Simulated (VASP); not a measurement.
Crystal: Mg5ZnS6.

```xyz
12
Lattice="3.6322 -0.0023 -0.0283 -0.0023 3.7395 -0.0126 -0.1199 -0.0533 15.4878" Properties=species:S:1:pos:R:3 pbc="T T T"
Mg    1.7871    1.8332    2.5941
Mg    0.0114    0.0326    5.1723
Mg    1.7606    1.7634    7.6955
Mg   -0.1244   -0.0172   10.3874
Mg    1.6877    1.8665   12.9133
Zn    0.0121    0.0459   -0.0858
S     0.0429   -0.0099    2.5849
S     1.7459    1.9371    5.1029
S    -0.0272   -0.1199    7.7287
S     1.7181    1.8578   10.3330
S    -0.1099   -0.0695   12.8845
S     1.7861    1.8250    0.0057
```

```yaml
Program: VASP 6.6.1
Task: relaxation of cell and atoms
Functional: PBE
Potentials_or_basis: VASP PAW PBE potentials, release 64 (Mg, Zn, S)
Cutoff: 600 eV
k_mesh: 4 × 4 × 1
Occupations: gaussian, width 0.1 eV
Spin: no spin polarisation
```

At the start: pressure 0.8 GPa; volume 17.53 Å³/atom.

Problem. Where does the relaxation end?

Solution. Over 30 steps the energy falls by 15.1 meV/atom and the volume is 17.72 Å³/atom (+1.1 %); space group P1 (No. 1, to 0.1 Å) before, Pmm2 (No. 25, to 0.1 Å).

Step by step:
```tsv
step	energy change (eV)	largest force (eV/Å)	pressure (GPa)	volume (Å³)
1	0.0000	0.6003	0.84	210.35
2	-0.1034	0.3532	-0.31	213.13
3	-0.1307	0.1916	-1.18	215.51
4	-0.1569	0.1376	0.16	211.65
5	-0.1570	0.1363	0.25	211.38
6	-0.1651	0.1041	0.16	211.60
7	-0.1699	0.0935	0.04	211.95
8	-0.1728	0.0769	-0.07	212.25
9	-0.1751	0.0449	-0.29	212.86
10	-0.1768	0.0500	-0.01	212.08
11	-0.1770	0.0530	0.12	211.75
12	-0.1778	0.0434	0.08	211.84
13	-0.1784	0.0294	0.02	212.02
14	-0.1787	0.0297	-0.02	212.13
15	-0.1789	0.0306	-0.08	212.32
16	-0.1791	0.0286	0.01	212.11
17	-0.1791	0.0278	0.03	212.02
18	-0.1791	0.0271	0.11	211.84
19	-0.1791	0.0274	0.06	211.95
20	-0.1794	0.0288	0.04	212.01
21	-0.1797	0.0420	0.00	212.18
22	-0.1800	0.0400	-0.01	212.25
23	-0.1806	0.0336	-0.05	212.45
24	-0.1804	0.0626	-0.09	212.85
25	-0.1808	0.0367	-0.05	212.59
26	-0.1812	0.0328	0.01	212.46
27	-0.1814	0.0294	0.07	212.35
28	-0.1812	0.0380	0.21	212.12
29	-0.1814	0.0276	0.11	212.29
30	-0.1818	0.0248	0.02	212.59
```

Final structure:
```
CELL_PARAMETERS angstrom
3.70011 0.00315 -0.00010
0.00316 3.70036 0.00015
-0.00100 0.00038 15.52701
ATOMIC_POSITIONS crystal
Mg 0.49729 0.49630 0.16475
Mg 0.99707 0.99598 0.33236
Mg 0.49872 0.49961 0.50031
Mg 0.00178 0.99815 0.66732
Mg 0.50240 0.49594 0.83545
Zn 0.00599 0.05021 0.99975
S 0.99767 0.99269 0.16360
S 0.49697 0.49610 0.33267
S 0.99889 0.99874 0.49998
S 0.50147 0.49777 0.66757
S 0.00161 0.99228 0.83617
S 0.50014 0.48621 0.00007
```

Caveat: the k points lie up to 0.42 Å⁻¹ apart in the final cell.
